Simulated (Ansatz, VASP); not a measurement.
NbC: VASP beside Ansatz

Contents of INCAR:

```
  ALGO = Normal
  EDIFF = 1E-6
  ENCUT = 600
  GGA = PE
  GGA_COMPAT = F
  ISIF = 2
  ISMEAR = 0
  LASPH = T
  LCHARG = F
  LREAL = F
  LWAVE = F
  NBANDS = 16
  NELM = 120
  PREC = Accurate
  SIGMA = 0.1
```

The input KPOINTS:

```
k-points
0
Gamma
  16 16 16
```

The input POSCAR:

```
NbC
1.0
    0.0000000000      2.1346820000      2.1346820000
    2.1346820000      0.0000000000      2.1346820000
    2.1346820000      2.1346820000      0.0000000000
Nb C
1 1
Direct
    0.0000000000      0.0000000000      0.0000000000
    0.5000000000      0.5000000000      0.5000000000
```

Input for Ansatz:

```yaml
crystal:
  lattice:
    - [0.0, 2.134682, 2.134682]
    - [2.134682, 0.0, 2.134682]
    - [2.134682, 2.134682, 0.0]
  atoms:
    - { symbol: Nb, position: [0.0, 0.0, 0.0] }
    - { symbol: C, position: [0.5, 0.5, 0.5] }
basis:
  ecutwfc: 420
kpoints:
  mp_grid: { grid: [16, 16, 16] }
hamiltonian:
  xc: pbe
scf:
  occupations: { method: gaussian, width: 0.1 }
output:
  forces: true
  stress: true
  eigenvalues: true
```

Alike in both runs: task single point; functional PBE; k mesh 16 × 16 × 16; occupations gaussian, width 0.1 eV; no spin polarisation.

|  | VASP | Ansatz |
| --- | --- | --- |
| version | VASP 6.6.1 | Ansatz 0.2.0 |
| potentials or method | VASP PAW PBE potentials, release 64 (Nb_sv, C), cutoff 600 eV | scalar-relativistic, plane waves, PAW |
| valence electrons in the cell | 17 | 17 |

```tsv
	VASP	Ansatz	Ansatz less VASP
gap on the k mesh at the Fermi level (eV)	none	none	-
pressure (GPa)	59.6	60.5	+0.91
```

A gap of «none» marks a metal or a gap that the smearing closes. Both programs put the cell under a high pressure, so it lies far from rest at this level.
